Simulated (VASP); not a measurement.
# PtSe2 in VASP: a series of runs

Runs on PtSe2. Level: PBE. Tasks: single point.

Everything below comes from runs of VASP 6.6.1. Logs are shortened: lines on timing, memory, paths and dates and some standing lists are left out, and cuts for length are marked.

## 1. The cell of the first run

The cell holds a slab with vacuum, 6 atoms: a = 3.350 Å, b = 3.350 Å, c = 23.957 Å, α = 90.00°, β = 90.00°, γ = 120.00°.

## 2. Single point, PBE (W replaced by Pt, lengths x 0.961, strained)

INCAR

```
SYSTEM = PtSe2
  PREC = Accurate
  ENCUT = 520
  EDIFF = 1E-6
  ISMEAR = 0
  SIGMA = 0.1
  LREAL = .False.
  LASPH = .True.
  NELM = 60
  ALGO = Normal
  ISIF = 2
  LWAVE = .False.
  LCHARG = .False.
  GGA = PE
  NBANDS = 31
```

KPOINTS

```
Automatic mesh
0
Gamma
  6 6 1
  0 0 0
```

POSCAR

```
PtSe2
1.0
    3.3503735792      0.0000000000      0.0000000000
   -1.6751867896      2.9015086318      0.0000000000
    0.0000000000      0.0000000000     23.9574118004
Pt Se
2 4
Direct
    0.6666666667      0.3333333333      0.1458659842
    0.3333333333      0.6666666667      0.8541340158
    0.3333333333      0.6666666667      0.2048480597
    0.6666666667      0.3333333333      0.9273884748
    0.3333333333      0.6666666667      0.0726115252
    0.6666666667      0.3333333333      0.7951519403
```

Potentials or basis: VASP PAW PBE potentials, release 64 (Pt, Se).

Started as:

```bash
> cat potpaw_PBE.64/Pt/POTCAR potpaw_PBE.64/Se/POTCAR > POTCAR
> mpirun -np 1 vasp_std > vasp.out
```

OUTCAR:

```text
SYSTEM = PtSe2
   PREC = Accurate
   ENCUT = 520
   EDIFF = 1E-6
   ISMEAR = 0
   LREAL = .False.
   LASPH = .True.
   NELM = 60
   ISIF = 2
   GGA = PE

 ion  position               nearest neighbor table
   1  0.667  0.333  0.146-   3 2.40   3 2.40   3 2.40   5 2.61   5 2.61   5 2.61
   2  0.333  0.667  0.854-   6 2.40   6 2.40   6 2.40   4 2.61   4 2.61   4 2.61
   3  0.333  0.667  0.205-   1 2.40   1 2.40   1 2.40
   4  0.667  0.333  0.927-   2 2.61   2 2.61   2 2.61
   5  0.333  0.667  0.073-   1 2.61   1 2.61   1 2.61
   6  0.667  0.333  0.795-   2 2.40   2 2.40   2 2.40

  LATTYP: Found a hexagonal cell.
 ALAT       =     3.3503735792
 C/A-ratio  =     7.1506687938

  Lattice vectors:

 A1 = (   3.3503735792,   0.0000000000,   0.0000000000)
 A2 = (  -1.6751867896,   2.9015086318,   0.0000000000)
 A3 = (   0.0000000000,   0.0000000000,  23.9574118004)

Analysis of symmetry for initial positions (statically):
=====================================================================
 Subroutine PRICEL returns:
 Original cell was already a primitive cell.

 Routine SETGRP: Setting up the symmetry group for a
 hexagonal supercell.

 Subroutine GETGRP returns: Found 12 space group operations
 (whereof 12 operations were pure point group operations)
 out of a pool of 24 trial point group operations.

The static configuration has the point symmetry D_3d.

Analysis of symmetry for dynamics (positions and initial velocities):
=====================================================================
 Subroutine PRICEL returns:
 Original cell was already a primitive cell.

 Routine SETGRP: Setting up the symmetry group for a
 hexagonal supercell.

 Subroutine GETGRP returns: Found 12 space group operations
 (whereof 12 operations were pure point group operations)
 out of a pool of 24 trial point group operations.

The dynamic configuration has the point symmetry D_3d.

 Subroutine INISYM returns: Found 12 space group operations
 (whereof 12 operations are pure point group operations),
 and found     1 'primitive' translations

----------------------------------------------------------------------------------------

                                     Primitive cell

  volume of cell :     232.8933

  direct lattice vectors                    reciprocal lattice vectors
     3.350373579  0.000000000  0.000000000     0.298474178  0.172324147  0.000000000
    -1.675186790  2.901508632  0.000000000     0.000000000  0.344648294  0.000000000
     0.000000000  0.000000000 23.957411800     0.000000000  0.000000000  0.041740736

  length of vectors
     3.350373579  3.350373579 23.957411800     0.344648294  0.344648294  0.041740736

  position of ions in fractional coordinates (direct lattice)
     0.666666667  0.333333333  0.145865984
     0.333333333  0.666666667  0.854134016
     0.333333333  0.666666667  0.204848060
     0.666666667  0.333333333  0.927388475
     0.333333333  0.666666667  0.072611525
     0.666666667  0.333333333  0.795151940

  ion indices of the primitive-cell ions
   primitive index   ion index
                 1           1
                 2           2
                 3           3
                 4           4
                 5           5
                 6           6

----------------------------------------------------------------------------------------

 KPOINTS: Automatic mesh

Automatic generation of k-mesh.
 Grid dimensions read from file:
 generate k-points for:    6    6    1

 Generating k-lattice:

  Cartesian coordinates                     Fractional coordinates (reciprocal lattice)
     0.049745696  0.028720691  0.000000000     0.166666667  0.000000000  0.000000000
     0.000000000  0.057441382  0.000000000     0.000000000  0.166666667  0.000000000
     0.000000000  0.000000000  0.041740736     0.000000000  0.000000000  1.000000000

  Length of vectors
     0.057441382  0.057441382  0.041740736

  Shift w.r.t. Gamma in fractional coordinates (k-lattice)
     0.000000000  0.000000000  0.000000000

 Subroutine IBZKPT returns following result:
 ===========================================

 Found      7 irreducible k-points:

 Following reciprocal coordinates:
            Coordinates               Weight
  0.000000  0.000000  0.000000      1.000000
  0.166667  0.000000  0.000000      6.000000
  0.333333 -0.000000  0.000000      6.000000
  0.500000 -0.000000  0.000000      3.000000
  0.166667  0.166667  0.000000      6.000000
  0.333333  0.166667  0.000000     12.000000
  0.333333  0.333333  0.000000      2.000000
   k-points           NKPTS =      7   k-points in BZ     NKDIM =      7   number of bands    NBANDS=     31
   number of dos      NEDOS =    301   number of ions     NIONS =      6
   total plane-waves  NPLWV = 141120
   dimension x,y,z NGX =    28 NGY =   28 NGZ =  180
   dimension x,y,z NGXF=    56 NGYF=   56 NGZF=  360
   ions per type =               2   4
   NGX,Y,Z   is equivalent  to a cutoff of  13.89, 13.89, 12.49 a.u.
   NGXF,Y,Z  is equivalent  to a cutoff of  27.79, 27.79, 24.98 a.u.
 SYSTEM =  PtSe2
   PREC   = accura    normal or accurate (medium, high low for compatibility)
   ISTART =      0    job   : 0-new  1-cont  2-samecut
   ICHARG =      2    charge: 1-file 2-atom 10-const
   ISPIN  =      1    spin polarized calculation?
   LNONCOLLINEAR =      F non collinear calculations
   LSORBIT =      F    spin-orbit coupling
   LASPH  =      T    aspherical Exc in radial PAW
   ENCUT  =  520.0 eV  38.22 Ry    6.18 a.u.   6.23  6.23 44.54*2*pi/ulx,y,z
   NELM   =     60;   NELMIN=  2; NELMDL= -5     # of ELM steps
   EDIFF  = 0.1E-05   stopping-criterion for ELM
   LREAL  =      F    real-space projection
   EDIFFG = 0.1E-04   stopping-criterion for IOM
   NSW    =      0    number of steps for IOM
   IBRION =     -1    ionic relax: 0-MD 1-quasi-New 2-CG
   NFREE  =      0    steps in history (QN), initial steepest desc. (CG)
   ISIF   =      2    stress and relaxation
   ISYM   =      2    0-nonsym 1-usesym 2-fastsym
   POTIM  = 0.5000    time-step for ionic-motion
   TEBEG  =    0.0;   TEEND  =   0.0 temperature during run
   PSTRESS=    0.0 pullay stress
   NELECT =      44.0000    total number of electrons
   NUPDOWN=      -1.0000    fix difference up-down
   EMIN   =  10.00;   EMAX   =-10.00  energy-range for DOS
   EFERMI =   0.00;   METHOD = LEGACY
   ISMEAR =     0;   SIGMA  =   0.10  broadening in eV -4-tet -1-fermi 0-gaus
   EFERMI_NEDOS =   21; number of points for ismear=-14 and -15
   IALGO  =     38    algorithm
   IMIX   =      4    mixing-type and parameters
     AMIX     =   0.40;   BMIX     =  1.00
     AMIX_MAG =   1.60;   BMIX_MAG =  1.00
  volume/ion in A,a.u.               =      38.82       261.94
  Fermi-wavevector in a.u.,A,eV,Ry     =   0.939377  1.775166 12.006185  0.882430
  Thomas-Fermi vector in A             =   2.066683
   LORBIT       =      0    0 simple, 1 ext, 2 COOP (PROOUT), +10 PAW based schemes
   GGA     = PE    functional components
   LHFCALC =     F    Hartree Fock is set to
   AEXX    =    0.0000 exact exchange contribution
   IVDW    =     0    specifies the selected vdW correction
   LEPSILON=     F    determine dielectric tensor
   LRPA    =     F    only Hartree local field effects (RPA)
 non-spin polarized calculation
 Gauss-broadening in eV      SIGMA  =   0.10
  energy-cutoff  :      520.00
  volume of cell :      232.89
 maximum number of plane-waves:      6305
 NGX is ok and might be reduce to    28
   NGX = 13   NGY = 13   NGZ = 89

 number of electron      43.9999994 magnetization

 Free energy of the ion-electron system (eV)
  ---------------------------------------------------
  ext. energy  EPLUGINS =         0.00000000
  ---------------------------------------------------
  free energy    TOTEN  =       -25.00380419 eV

  energy without entropy =      -24.98807185  energy(sigma->0) =      -24.99593802

 E-fermi :   1.4161     XC(G=0):  -6.0837

 val. band max:        1.3815914773   @ k =   0.3333   0.3333   0.0000
 cond. band min:       1.5175641744   @ k =   0.1667   0.0000   0.0000
 fundamental gap:      0.1359726971
 Fermi energy:         1.4161094115

 k-point     1 :       0.0000    0.0000    0.0000
  band No.  band energies     occupation
      1     -14.6253      2.00000
      2     -14.6098      2.00000
      3     -12.9020      2.00000
      4     -12.7446      2.00000
      5      -6.1326      2.00000
      6      -5.9499      2.00000
[... 23 lines left out ...]
     30       5.7896      0.00000
     31       6.7030      0.00000

 k-point     2 :       0.1667    0.0000    0.0000
  band No.  band energies     occupation
      1     -14.2892      2.00000
      2     -14.2761      2.00000
      3     -12.6777      2.00000
      4     -12.5311      2.00000
      5      -5.7384      2.00000
      6      -5.5719      2.00000
[... 23 lines left out ...]
     30       6.7282      0.00000
     31       7.2257      0.00000

 k-point     3 :       0.3333   -0.0000    0.0000
  band No.  band energies     occupation
      1     -13.5106      2.00000
      2     -13.5047      2.00000
      3     -12.1259      2.00000
      4     -12.0172      2.00000
      5      -5.8717      2.00000
      6      -5.8443      2.00000
[... 23 lines left out ...]
     30       6.8050      0.00000
     31       7.5838      0.00000

 k-point     4 :       0.5000   -0.0000    0.0000
  band No.  band energies     occupation
      1     -13.0492      2.00000
      2     -13.0475      2.00000
      3     -11.7451      2.00000
      4     -11.6916      2.00000
      5      -6.4282      2.00000
      6      -6.4009      2.00000
[... 23 lines left out ...]
     30       7.1081      0.00000
     31       7.4851      0.00000

 k-point     5 :       0.1667    0.1667    0.0000
  band No.  band energies     occupation
      1     -13.7243      2.00000
      2     -13.7163      2.00000
      3     -12.2827      2.00000
      4     -12.1598      2.00000
      5      -5.4895      2.00000
      6      -5.4696      2.00000
[... 23 lines left out ...]
     30       6.8653      0.00000
     31       7.6880      0.00000

 k-point     6 :       0.3333    0.1667    0.0000
  band No.  band energies     occupation
      1     -13.0662      2.00000
      2     -13.0642      2.00000
      3     -11.7570      2.00000
      4     -11.6914      2.00000
      5      -6.0456      2.00000
      6      -6.0287      2.00000
[... 23 lines left out ...]
     30       7.8668      0.00000
     31       8.0949      0.00000

 k-point     7 :       0.3333    0.3333    0.0000
  band No.  band energies     occupation
      1     -12.8376      2.00000
      2     -12.8376      2.00000
      3     -11.5203      2.00000
      4     -11.5203      2.00000
      5      -5.8668      2.00000
      6      -5.8599      2.00000
[... 23 lines left out ...]
     30       6.1528      0.00000
     31       9.1596      0.00000

------------------------ aborting loop because EDIFF is reached ----------------------------------------

  FORCE on cell =-STRESS in cart. coord.  units (eV):
  Direction    XX          YY          ZZ          XY          YZ          ZX
  --------------------------------------------------------------------------------------
  -------------------------------------------------------------------------------------
  Total       11.6198141     11.6198141      7.1160140      0.0000000      0.0000000      0.0000000
  in kB       79.9379049     79.9379050     48.9542473      0.0000000      0.0000000      0.0000000
  external PRESSURE =      69.6100191 kB  Pullay stress =       0.0000000 kB

 VOLUME and BASIS-vectors are now :
 -----------------------------------------------------------------------------
  energy-cutoff  :      520.00
  volume of cell :      232.89
      direct lattice vectors                 reciprocal lattice vectors
     3.350373579  0.000000000  0.000000000     0.298474178  0.172324147  0.000000000
    -1.675186790  2.901508632  0.000000000     0.000000000  0.344648294  0.000000000
     0.000000000  0.000000000 23.957411800     0.000000000  0.000000000  0.041740736

 POSITION                                       TOTAL-FORCE (eV/Angst)
 -----------------------------------------------------------------------------------
      1.67519      0.96717      3.49457         0.000000     -0.000000     -1.515316
     -0.00000      1.93434     20.46284        -0.000000      0.000000      1.515316
     -0.00000      1.93434      4.90763         0.000000     -0.000000      1.909572
      1.67519      0.96717     22.21783         0.000000      0.000000      0.293525
     -0.00000      1.93434      1.73958        -0.000000     -0.000000     -0.293525
      1.67519      0.96717     19.04978        -0.000000     -0.000000     -1.909572
 -----------------------------------------------------------------------------------
    total drift:                                0.000000     -0.000000      0.000000

  FREE ENERGIE OF THE ION-ELECTRON SYSTEM (eV)
  ---------------------------------------------------
  free  energy   TOTEN  =       -25.0038041947 eV

  energy  without entropy=      -24.9880718537  energy(sigma->0) =      -24.99593802
```

It took 63 s on 1 thread of AMD EPYC 9R45 (Zen 5), shared host; peak memory 0.33 GiB.

What came out:

```yaml
Free_energy: -25.0038 eV
Largest_force: 1.910 eV/Å
Band_gap_on_the_k_mesh: zero (bands 22 and 23 overlap by 1.33 eV)
```

Forces in eV/Å, atoms in the order of the input:
```
Pt   0.000  0.000 -1.515
Pt   0.000  0.000  1.515
Se   0.000  0.000  1.910
Se   0.000  0.000  0.294
Se   0.000  0.000 -0.294
Se   0.000  0.000 -1.910
```

Caveat: the k points lie up to 0.36 Å⁻¹ apart, too coarse for converged energies and pressures of a metal; the cell differs from its parent crystal (W replaced by Pt, lengths x 0.961, strained); spin-orbit coupling is left out, which moves the levels of the heavy elements.

## 3. Single point, PBE (W replaced by Pt, lengths x 0.961, strained)

INCAR

```
PREC = Accurate ; ENCUT = 520
EDIFF = 1E-6 ; ISMEAR = 0
SIGMA = 0.1 ; LREAL = False
LASPH = True ; NELM = 80
ALGO = Normal ; ISIF = 2
LWAVE = False ; LCHARG = False
GGA = PE ; NBANDS = 31
```

KPOINTS

```
regular mesh
0
Gamma
  12 12 2
```

POSCAR is that of step 2.

Potentials or basis: VASP PAW PBE potentials, release 64 (Pt, Se).

Started as:

```bash
> cat potpaw_PBE.64/Pt/POTCAR potpaw_PBE.64/Se/POTCAR > POTCAR
> mpirun -np 1 vasp_std > vasp.out
```

OUTCAR:

```text
PREC = Accurate
   ENCUT = 520
   EDIFF = 1E-6
   ISMEAR = 0
   LREAL = False
   LASPH = True
   NELM = 80
   ISIF = 2
   GGA = PE

 ion  position               nearest neighbor table
   1  0.667  0.333  0.146-   3 2.40   3 2.40   3 2.40   5 2.61   5 2.61   5 2.61
   2  0.333  0.667  0.854-   6 2.40   6 2.40   6 2.40   4 2.61   4 2.61   4 2.61
   3  0.333  0.667  0.205-   1 2.40   1 2.40   1 2.40
   4  0.667  0.333  0.927-   2 2.61   2 2.61   2 2.61
   5  0.333  0.667  0.073-   1 2.61   1 2.61   1 2.61
   6  0.667  0.333  0.795-   2 2.40   2 2.40   2 2.40
[... 1024 lines left out ...]
  -------------------------------------------------------------------------------------
  Total       11.9378789     11.9378789      7.0276002     -0.0000000      0.0000000      0.0000000
  in kB       82.1260152     82.1260152     48.3460094     -0.0000000      0.0000000      0.0000000
  external PRESSURE =      70.8660132 kB  Pullay stress =       0.0000000 kB

 VOLUME and BASIS-vectors are now :
 -----------------------------------------------------------------------------
  energy-cutoff  :      520.00
  volume of cell :      232.89
      direct lattice vectors                 reciprocal lattice vectors
     3.350373579  0.000000000  0.000000000     0.298474178  0.172324147  0.000000000
    -1.675186790  2.901508632  0.000000000     0.000000000  0.344648294  0.000000000
     0.000000000  0.000000000 23.957411800     0.000000000  0.000000000  0.041740736

 POSITION                                       TOTAL-FORCE (eV/Angst)
 -----------------------------------------------------------------------------------
      1.67519      0.96717      3.49457         0.000000     -0.000000     -1.703541
     -0.00000      1.93434     20.46284         0.000000      0.000000      1.703541
     -0.00000      1.93434      4.90763        -0.000000      0.000000      2.043933
      1.67519      0.96717     22.21783         0.000000      0.000000      0.318928
     -0.00000      1.93434      1.73958         0.000000      0.000000     -0.318928
      1.67519      0.96717     19.04978         0.000000     -0.000000     -2.043933
 -----------------------------------------------------------------------------------
    total drift:                                0.000000     -0.000000      0.000000

  FREE ENERGIE OF THE ION-ELECTRON SYSTEM (eV)
  ---------------------------------------------------
  free  energy   TOTEN  =       -24.9284023474 eV

  energy  without entropy=      -24.8915030715  energy(sigma->0) =      -24.90995271
```

It took 4.4 min on 1 thread of AMD EPYC 9R45 (Zen 5), shared host; peak memory 0.47 GiB.

What came out:

| Property | Result |
| --- | --- |
| Free energy | -24.9284 eV |
| Largest force | 2.044 eV/Å |
| Band gap on the k mesh | zero (bands 22 and 23 overlap by 1.29 eV) |

Forces on the atoms (eV/Å):
```
Pt   0.000  0.000 -1.704
Pt   0.000  0.000  1.704
Se   0.000  0.000  2.044
Se   0.000  0.000  0.319
Se   0.000  0.000 -0.319
Se   0.000  0.000 -2.044
```

Levels at points of the mesh, in eV from the Fermi level:
```tsv
k point	band 18	band 19	band 20	band 21	band 22	band 23	band 24	band 25	band 26	band 27
(0.00, 0.00, 0.00)	-2.08	0.96	0.96	1.03	1.03	1.29	1.29	1.31	1.31	3.10
(0.50, 0.00, 0.00)	-3.15	-1.99	-1.96	-1.46	-1.40	0.58	1.26	1.42	1.56	2.36
(0.00, 0.00, 0.50)	-2.08	0.96	0.96	1.03	1.03	1.29	1.29	1.31	1.31	3.11
(0.50, 0.00, 0.50)	-3.15	-1.99	-1.96	-1.46	-1.40	0.58	1.26	1.42	1.56	2.36
```

Caveat: the cell differs from its parent crystal (W replaced by Pt, lengths x 0.961, strained); spin-orbit coupling is left out, which moves the levels of the heavy elements.
